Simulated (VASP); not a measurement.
# TiO2 in VASP: notebook

TiO2 is run at these levels: PBEsol; tasks: single point, relaxation of cell and atoms.

All numbers are computed with VASP 6.6.1; they aren't measurements. Logs are shortened: lines on timing, memory, paths and dates and some standing lists are left out, and cuts for length are marked.

## Step 1: The cell of the first run

The typed cell holds 6 atoms: a = 3.764 Å, b = 3.764 Å, c = 5.435 Å, α = 110.25°, β = 110.25°, γ = 90.00°.

## Step 2: Single point, PBEsol

INCAR

```
PREC     = Accurate       # precision mode
ENCUT    = 520            # plane-wave cutoff, eV
EDIFF    = 1E-6           # SCF threshold, eV
ISMEAR   = 0              # smearing method
SIGMA    = 0.01           # smearing width, eV
LREAL    = F              # projectors in reciprocal space
LASPH    = T              # aspherical terms in the spheres
NELM     = 100            # most SCF steps
ALGO     = Normal         # electronic algorithm
ISIF     = 2              # what is computed and relaxed
LWAVE    = F              # write WAVECAR
LCHARG   = F              # write CHGCAR
GGA      = PS             # functional
NBANDS   = 33             # bands
```

KPOINTS

```
Automatic mesh
0
Gamma
  6 6 4
```

POSCAR

```
TiO2
1.0
    2.6613894990     -2.6614820658     -0.0199539294
    2.6613894990      2.6614820658     -0.0199539294
   -2.6254553362      0.0000000000      4.7590514416
Ti O
2 4
Direct
    0.1250240662      0.8749759338      0.2500000000
    0.8749759338      0.1250240662      0.7500000000
    0.3334730659      0.0835191167      0.6669706559
    0.6665269341      0.9164808833      0.3330293441
    0.9164808833      0.6665269341      0.8330293441
    0.0835191167      0.3334730659      0.1669706559
```

Potentials or basis: VASP PAW PBE potentials, release 64 (Ti_sv, O).

Started as:

```sh
$ cat potpaw_PBE.64/Ti_sv/POTCAR potpaw_PBE.64/O/POTCAR > POTCAR
$ mpirun -np 1 vasp_std > vasp.out
```

OUTCAR:

```text
PREC = Accurate
   ENCUT = 520
   EDIFF = 1E-6
   ISMEAR = 0
   LREAL = F
   LASPH = T
   NELM = 100
   ISIF = 2
   GGA = PS

 ion  position               nearest neighbor table
   1  0.125  0.875  0.250-   4 1.92   6 1.92   6 1.92   4 1.92   3 1.98   5 1.98
   2  0.875  0.125  0.750-   5 1.92   3 1.92   5 1.92   3 1.92   6 1.98   4 1.98
   3  0.333  0.084  0.667-   2 1.92   2 1.92   1 1.98
   4  0.667  0.916  0.333-   1 1.92   1 1.92   2 1.98
   5  0.916  0.667  0.833-   2 1.92   2 1.92   1 1.98
   6  0.084  0.333  0.167-   1 1.92   1 1.92   2 1.98

  LATTYP: Found a base centered monoclinic cell.
 ALAT       =     5.3229286017
 B/A-ratio  =     1.0000066749
 C/A-ratio  =     1.0210952725
 COS(beta)  =    -0.4895962218

  Lattice vectors:

 A1 = (   2.6613894990,  -2.6614820658,  -0.0199539294)
 A2 = (   2.6613894990,   2.6614820658,  -0.0199539294)
 A3 = (  -2.6254553362,   0.0000000000,   4.7590514416)

Analysis of symmetry for initial positions (statically):
=====================================================================
 Subroutine PRICEL returns:
 Original cell was already a primitive cell.

 Routine SETGRP: Setting up the symmetry group for a
 base centered monoclinic supercell.

 Subroutine GETGRP returns: Found  4 space group operations
 (whereof  2 operations were pure point group operations)
 out of a pool of  4 trial point group operations.

The static configuration has the point symmetry S_2 .
 The point group associated with its full space group is C_2h.

Analysis of symmetry for dynamics (positions and initial velocities):
=====================================================================
 Subroutine PRICEL returns:
 Original cell was already a primitive cell.

 Routine SETGRP: Setting up the symmetry group for a
 base centered monoclinic supercell.

 Subroutine GETGRP returns: Found  4 space group operations
 (whereof  2 operations were pure point group operations)
 out of a pool of  4 trial point group operations.

The dynamic configuration has the point symmetry S_2 .
 The point group associated with its full space group is C_2h.

 Subroutine INISYM returns: Found  4 space group operations
 (whereof  2 operations are pure point group operations),
 and found     1 'primitive' translations

----------------------------------------------------------------------------------------

                                     Primitive cell

  volume of cell :      67.1402

  direct lattice vectors                    reciprocal lattice vectors
     2.661389499 -2.661482066 -0.019953929     0.188652094 -0.187865252  0.104074867
     2.661389499  2.661482066 -0.019953929     0.188652094  0.187865252  0.104074867
    -2.625455336  0.000000000  4.759051442     0.001581975  0.000000000  0.210998645

  length of vectors
     3.763891472  3.763891472  5.435217231     0.285857558  0.285857558  0.211004575

  position of ions in fractional coordinates (direct lattice)
     0.125024066  0.874975934  0.250000000
     0.874975934  0.125024066  0.750000000
     0.333473066  0.083519117  0.666970656
     0.666526934  0.916480883  0.333029344
     0.916480883  0.666526934  0.833029344
     0.083519117  0.333473066  0.166970656

  ion indices of the primitive-cell ions
   primitive index   ion index
                 1           1
                 2           2
                 3           3
                 4           4
                 5           5
                 6           6

----------------------------------------------------------------------------------------

 KPOINTS: Automatic mesh

Automatic generation of k-mesh.
 Grid dimensions read from file:
 generate k-points for:    6    6    4

 Generating k-lattice:

  Cartesian coordinates                     Fractional coordinates (reciprocal lattice)
     0.031442016 -0.031310875  0.017345811     0.166666667  0.000000000  0.000000000
     0.031442016  0.031310875  0.017345811     0.000000000  0.166666667  0.000000000
     0.000395494  0.000000000  0.052749661     0.000000000  0.000000000  0.250000000

  Length of vectors
     0.047642926  0.047642926  0.052751144

  Shift w.r.t. Gamma in fractional coordinates (k-lattice)
     0.000000000  0.000000000  0.000000000

 Subroutine IBZKPT returns following result:
 ===========================================

 Found     47 irreducible k-points:

 Following reciprocal coordinates:
            Coordinates               Weight
  0.000000  0.000000  0.000000      1.000000
  0.166667  0.000000 -0.000000      4.000000
  0.333333  0.000000 -0.000000      4.000000
  0.500000  0.000000 -0.000000      2.000000
  0.166667  0.166667 -0.000000      2.000000
  0.333333  0.166667 -0.000000      4.000000
[... 16 lines left out ...]
 -0.333333  0.166667  0.250000      4.000000
 -0.166667  0.166667  0.250000      4.000000
 [... further k-points ...]
   k-points           NKPTS =     47   k-points in BZ     NKDIM =     47   number of bands    NBANDS=     33
   number of dos      NEDOS =    301   number of ions     NIONS =      6
   total plane-waves  NPLWV =  31360
   dimension x,y,z NGX =    28 NGY =   28 NGZ =   40
   dimension x,y,z NGXF=    56 NGYF=   56 NGZF=   80
   ions per type =               2   4
   NGX,Y,Z   is equivalent  to a cutoff of  12.37, 12.37, 12.23 a.u.
   NGXF,Y,Z  is equivalent  to a cutoff of  24.73, 24.73, 24.47 a.u.
 SYSTEM =  unknown system
   PREC   = accura    normal or accurate (medium, high low for compatibility)
   ISTART =      0    job   : 0-new  1-cont  2-samecut
   ICHARG =      2    charge: 1-file 2-atom 10-const
   ISPIN  =      1    spin polarized calculation?
   LNONCOLLINEAR =      F non collinear calculations
   LSORBIT =      F    spin-orbit coupling
   LASPH  =      T    aspherical Exc in radial PAW
   ENCUT  =  520.0 eV  38.22 Ry    6.18 a.u.   7.00  7.00 10.11*2*pi/ulx,y,z
   NELM   =    100;   NELMIN=  2; NELMDL= -5     # of ELM steps
   EDIFF  = 0.1E-05   stopping-criterion for ELM
   LREAL  =      F    real-space projection
   EDIFFG = 0.1E-04   stopping-criterion for IOM
   NSW    =      0    number of steps for IOM
   IBRION =     -1    ionic relax: 0-MD 1-quasi-New 2-CG
   NFREE  =      0    steps in history (QN), initial steepest desc. (CG)
   ISIF   =      2    stress and relaxation
   ISYM   =      2    0-nonsym 1-usesym 2-fastsym
   POTIM  = 0.5000    time-step for ionic-motion
   TEBEG  =    0.0;   TEEND  =   0.0 temperature during run
   PSTRESS=    0.0 pullay stress
   NELECT =      48.0000    total number of electrons
   NUPDOWN=      -1.0000    fix difference up-down
   EMIN   =  10.00;   EMAX   =-10.00  energy-range for DOS
   EFERMI =   0.00;   METHOD = LEGACY
   ISMEAR =     0;   SIGMA  =   0.01  broadening in eV -4-tet -1-fermi 0-gaus
   EFERMI_NEDOS =   21; number of points for ismear=-14 and -15
   IALGO  =     38    algorithm
   IMIX   =      4    mixing-type and parameters
     AMIX     =   0.40;   BMIX     =  1.00
     AMIX_MAG =   1.60;   BMIX_MAG =  1.00
  volume/ion in A,a.u.               =      11.19        75.51
  Fermi-wavevector in a.u.,A,eV,Ry     =   1.463843  2.766262 29.155055  2.142836
  Thomas-Fermi vector in A             =   2.579890
   LORBIT       =      0    0 simple, 1 ext, 2 COOP (PROOUT), +10 PAW based schemes
   GGA     = PS    functional components
   LHFCALC =     F    Hartree Fock is set to
   AEXX    =    0.0000 exact exchange contribution
   IVDW    =     0    specifies the selected vdW correction
   LEPSILON=     F    determine dielectric tensor
   LRPA    =     F    only Hartree local field effects (RPA)
 non-spin polarized calculation
 Gauss-broadening in eV      SIGMA  =   0.01
  energy-cutoff  :      520.00
  volume of cell :       67.14
 maximum number of plane-waves:      1826
   NGX = 13   NGY = 13   NGZ = 21

 number of electron      47.9999990 magnetization

 Free energy of the ion-electron system (eV)
  ---------------------------------------------------
  ext. energy  EPLUGINS =         0.00000000
  ---------------------------------------------------
  free energy    TOTEN  =       -56.20932383 eV

  energy without entropy =      -56.20932383  energy(sigma->0) =      -56.20932383

 E-fermi :   3.5688     XC(G=0): -11.0963

 val. band max:        3.3867804890   @ k =   0.5000   0.5000  -0.0000
 cond. band min:       5.5009690914   @ k =   0.0000   0.0000   0.0000
 fundamental gap:      2.1141886024
 Fermi energy:         3.5688493487

 k-point     1 :       0.0000    0.0000    0.0000
  band No.  band energies     occupation
      1     -52.6629      2.00000
      2     -52.5963      2.00000
      3     -29.2700      2.00000
      4     -29.0132      2.00000
      5     -29.0132      2.00000
      6     -28.9356      2.00000
[... 25 lines left out ...]
     32       8.8791      0.00000
     33       8.8857      0.00000

 k-point     2 :       0.1667    0.0000   -0.0000
  band No.  band energies     occupation
      1     -52.6590      2.00000
      2     -52.5990      2.00000
      3     -29.2622      2.00000
      4     -29.0496      2.00000
      5     -29.0158      2.00000
      6     -28.9501      2.00000
[... 25 lines left out ...]
     32       9.1600      0.00000
     33       9.5019      0.00000

 k-point     3 :       0.3333    0.0000   -0.0000
  band No.  band energies     occupation
      1     -52.6498      2.00000
      2     -52.6057      2.00000
      3     -29.2477      2.00000
      4     -29.1194      2.00000
      5     -29.0203      2.00000
      6     -28.9706      2.00000
[... 25 lines left out ...]
     32       9.5257      0.00000
     33       9.9929      0.00000

 k-point     4 :       0.5000    0.0000   -0.0000
  band No.  band energies     occupation
      1     -52.6437      2.00000
      2     -52.6105      2.00000
      3     -29.2393      2.00000
      4     -29.1561      2.00000
      5     -29.0223      2.00000
      6     -28.9745      2.00000
[... 25 lines left out ...]
     32       9.6307      0.00000
     33      10.1474      0.00000

 k-point     5 :       0.1667    0.1667   -0.0000
  band No.  band energies     occupation
      1     -52.6534      2.00000
      2     -52.6034      2.00000
      3     -29.2445      2.00000
      4     -29.0737      2.00000
      5     -29.0373      2.00000
      6     -28.9597      2.00000
[... 604 lines left out ...]
 k-point    22 :       0.5000    0.1667    0.2500
  band No.  band energies     occupation
      1     -52.6409      2.00000
      2     -52.6121      2.00000
      3     -29.2451      2.00000
      4     -29.1534      2.00000
      5     -29.0432      2.00000
      6     -29.0063      2.00000
[... 25 lines left out ...]
     32      10.0956      0.00000
     33      10.3984      0.00000

 k-point    23 :      -0.3333    0.1667    0.2500
  band No.  band energies     occupation
      1     -52.6470      2.00000
      2     -52.6072      2.00000
      3     -29.2475      2.00000
      4     -29.1291      2.00000
      5     -29.0428      2.00000
      6     -28.9879      2.00000
[... 25 lines left out ...]
     32      10.1219      0.00000
     33      10.3486      0.00000

 k-point    24 :      -0.1667    0.1667    0.2500
  band No.  band energies     occupation
      1     -52.6488      2.00000
      2     -52.6080      2.00000
      3     -29.2183      2.00000
      4     -29.0834      2.00000
      5     -29.0418      2.00000
      6     -28.9591      2.00000
[... 25 lines left out ...]
     32       9.6813      0.00000
     33       9.9219      0.00000

 [... further k-points ...]

------------------------ aborting loop because EDIFF is reached ----------------------------------------

  FORCE on cell =-STRESS in cart. coord.  units (eV):
  Direction    XX          YY          ZZ          XY          YZ          ZX
  --------------------------------------------------------------------------------------
  -------------------------------------------------------------------------------------
  Total        1.1322328      1.1312928      1.1630733      0.0000000      0.0000000     -0.0009655
  in kB       27.0186723     26.9962409     27.7546253      0.0000000      0.0000000     -0.0230406
  external PRESSURE =      27.2565128 kB  Pullay stress =       0.0000000 kB

 VOLUME and BASIS-vectors are now :
 -----------------------------------------------------------------------------
  energy-cutoff  :      520.00
  volume of cell :       67.14
      direct lattice vectors                 reciprocal lattice vectors
     2.661389499 -2.661482066 -0.019953929     0.188652094 -0.187865252  0.104074867
     2.661389499  2.661482066 -0.019953929     0.188652094  0.187865252  0.104074867
    -2.625455336  0.000000000  4.759051442     0.001581975  0.000000000  0.210998645

 POSITION                                       TOTAL-FORCE (eV/Angst)
 -----------------------------------------------------------------------------------
      2.00503      1.99598      1.16981         0.000000      0.000071      0.000000
      0.69230     -1.99598      3.54933        -0.000000     -0.000071      0.000000
     -0.64132     -0.66525      3.16583        -0.000143     -0.000018      0.020088
      3.33865      0.66525      1.55332         0.000143      0.000018     -0.020088
      2.02592     -0.66525      3.93284         0.000143     -0.000018     -0.020088
      0.67140      0.66525      0.78630        -0.000143      0.000018      0.020088
 -----------------------------------------------------------------------------------
    total drift:                               -0.000000      0.000000     -0.000000

  FREE ENERGIE OF THE ION-ELECTRON SYSTEM (eV)
  ---------------------------------------------------
  free  energy   TOTEN  =       -56.2093238292 eV

  energy  without entropy=      -56.2093238292  energy(sigma->0) =      -56.20932383
```

Wall time 87 s (1 thread of Intel Xeon Platinum 8259CL at 2.50GHz (Skylake/Cascade Lake), shared host); peak memory 0.23 GiB.

What came out:

```yaml
Free_energy: -56.2093 eV
Pressure: 2.7 GPa
Largest_force: 0.020 eV/Å
Band_gap_on_the_k_mesh: 2.11 eV (least direct gap 2.43 eV)
```

Forces in eV/Å, atoms in the order of the input:
```
Ti   0.000  0.000  0.000
Ti   0.000  0.000  0.000
O    0.000  0.000  0.020
O    0.000  0.000 -0.020
O    0.000  0.000 -0.020
O    0.000  0.000  0.020
```

Caveat: the PAW data sets were made with another functional, which shifts forces and pressure a little. A k mesh can miss the band edges.

## Step 3: Relaxation of cell and atoms, PBEsol, target pressure 2 GPa, at which the enthalpy is minimised

This run uses another cell than the first one, of 11.71 Å³/atom.

INCAR

```
PREC = Accurate
ENCUT = 600
EDIFF = 1E-7
ISMEAR = 0
SIGMA = 0.01
LREAL = F
LASPH = T
NELM = 60
ALGO = Normal
ISIF = 3
LWAVE = F
LCHARG = F
GGA = PS
IBRION = 2
NSW = 50
EDIFFG = -0.005
PSTRESS = 20.0
```

KPOINTS is that of step 2.

POSCAR

```
TiO2
1.0
    2.7060300000     -2.7066600000      0.0000000000
    2.7060300000      2.7066600000      0.0000000000
   -2.6335300000      0.0000000000      4.7966400000
Ti O
2 4
Direct
    0.1341100000      0.8658900000      0.2500000000
    0.8658900000      0.1341100000      0.7500000000
    0.3312200000      0.0887600000      0.6671500000
    0.6687800000      0.9112400000      0.3328500000
    0.9112400000      0.6687800000      0.8328500000
    0.0887600000      0.3312200000      0.1671500000
```

Potentials or basis: VASP PAW PBE potentials, release 64 (Ti_sv, O).

Started as:

```sh
$ cat potpaw_PBE.64/Ti_sv/POTCAR potpaw_PBE.64/O/POTCAR > POTCAR
$ mpirun -np 1 vasp_std > vasp.out
```

Run time: 22 min. Hardware: 1 thread of Intel Xeon Platinum 8259CL at 2.50GHz (Skylake/Cascade Lake), shared host; peak memory 0.28 GiB.

It converged, with:

* Free energy: -56.2276 eV
* Relaxed volume: 11.21 Å³/atom
* Relaxed cell: a = 3.766 Å, b = 3.766 Å, c = 5.439 Å, α = 110.28°, β = 110.28°, γ = 90.00°
* Space group after relaxing (to 0.1 Å): I4_1/amd (No. 141)
* Energy change on relaxing (the run minimises the enthalpy): -9.5 meV/atom
* Ionic steps: 26
* Pressure after relaxing: 2.0 GPa
* Band gap on the k mesh: 2.11 eV (least direct gap 2.43 eV)

Forces in eV/Å, atoms in the order of the input:
```
Ti   0.000 -0.002  0.000
Ti   0.000  0.002  0.000
O   -0.002 -0.001  0.002
O    0.002  0.001 -0.002
O    0.002 -0.001 -0.002
O   -0.002  0.001  0.002
```

Step by step:
```tsv
step	energy change (eV)	largest force (eV/Å)	pressure (GPa)	volume (Å³)
1	0.0000	0.2169	-7.12	70.26
2	0.1598	0.5839	16.71	63.70
3	-0.0523	0.1101	1.80	67.39
4	-0.0516	0.1111	1.99	67.34
5	-0.0525	0.0949	2.10	67.22
6	-0.0524	0.0940	2.11	67.21
7	-0.0538	0.0699	1.97	67.25
8	-0.0559	0.0486	1.63	67.35
9	-0.0553	0.0374	1.98	67.25
10	-0.0544	0.0352	2.31	67.17
11	-0.0556	0.0153	2.15	67.21
12	-0.0571	0.0322	1.85	67.29
13	-0.0566	0.0223	2.02	67.24
14	-0.0565	0.0213	2.07	67.23
15	-0.0569	0.0173	2.00	67.26
16	-0.0575	0.0225	1.88	67.30
17	-0.0573	0.0194	1.94	67.28
18	-0.0569	0.0144	2.05	67.24
19	-0.0568	0.0160	2.09	67.23
20	-0.0572	0.0141	2.02	67.26
21	-0.0575	0.0148	1.89	67.28
22	-0.0575	0.0143	1.91	67.28
23	-0.0574	0.0145	1.97	67.26
24	-0.0573	0.0149	1.99	67.26
25	-0.0573	0.0060	2.01	67.25
26	-0.0572	0.0029	2.02	67.25
```

Final structure:
```
Ti O
1.0
     2.66300   -2.66313   -0.02092
     2.66300    2.66313   -0.02092
    -2.62888    0.00000    4.76195
Ti O
2 4
Direct
  0.12471 0.87529 0.25000
  0.87529 0.12471 0.75000
  0.33362 0.08369 0.66710
  0.66638 0.91631 0.33290
  0.91631 0.66638 0.83290
  0.08369 0.33362 0.16710
```

Levels at points of the mesh, in eV from the valence-band top:
```tsv
k point	band 20	band 21	band 22	band 23	band 24	band 25	band 26	band 27	band 28
(0.00, 0.00, 0.00)	-0.75	-0.74	-0.74	-0.46	-0.46	2.11	2.89	4.04	4.04
(0.50, 0.00, 0.00)	-2.01	-1.98	-0.97	-0.81	-0.62	3.28	3.61	3.63	3.74
(0.50, 0.50, 0.00)	-2.68	-2.11	-2.11	0.00	0.00	3.41	3.41	3.90	3.91
(0.00, 0.00, 0.50)	-1.35	-1.26	-1.26	-0.09	-0.09	2.48	2.48	3.84	3.84
(0.50, 0.00, 0.50)	-2.00	-1.98	-0.97	-0.81	-0.62	3.29	3.60	3.63	3.75
(0.50, 0.50, 0.50)	-2.68	-2.11	-2.11	0.00	0.00	3.41	3.41	3.90	3.90
```

Caveat: the cell is relaxed towards a set pressure, so the run minimises the enthalpy, not the energy; the PAW data sets were made with another functional, which shifts forces and pressure a little.
